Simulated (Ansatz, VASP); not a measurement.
Two plane-wave programs on Hf

```
Hf
1.0
     0.00000    2.22000    2.22000
     2.22000    0.00000    2.22000
     2.22000    2.22000    0.00000
Hf
1
Direct
  0.00000 0.00000 0.00000
```

Alike in both runs: functional r2SCAN; dispersion D4; k mesh 10 × 10 × 10; occupations methfessel-paxton of order 1, width 0.05 eV; non-collinear spin, spin-orbit coupling.

|  | VASP | Ansatz |
| --- | --- | --- |
| version | VASP 6.6.1 | Ansatz 0.2.0 |
| potentials or method | VASP PAW PBE potentials, release 64 (Hf_pv) | Ansatz PAW |
| plane-wave cutoff (eV) | 550 | 500 |
| valence electrons in the cell | 10 | 26 |
| task | single point | projected density of states |

```csv
,VASP,Ansatz,Ansatz less VASP
pressure (GPa),0.7,1.5,+0.78
```

VASP's potentials were made for PBE, not for r2SCAN. VASP's potentials hold 10 valence electrons a cell and Ansatz's 26, so a difference there can come from the potentials and not from the codes.
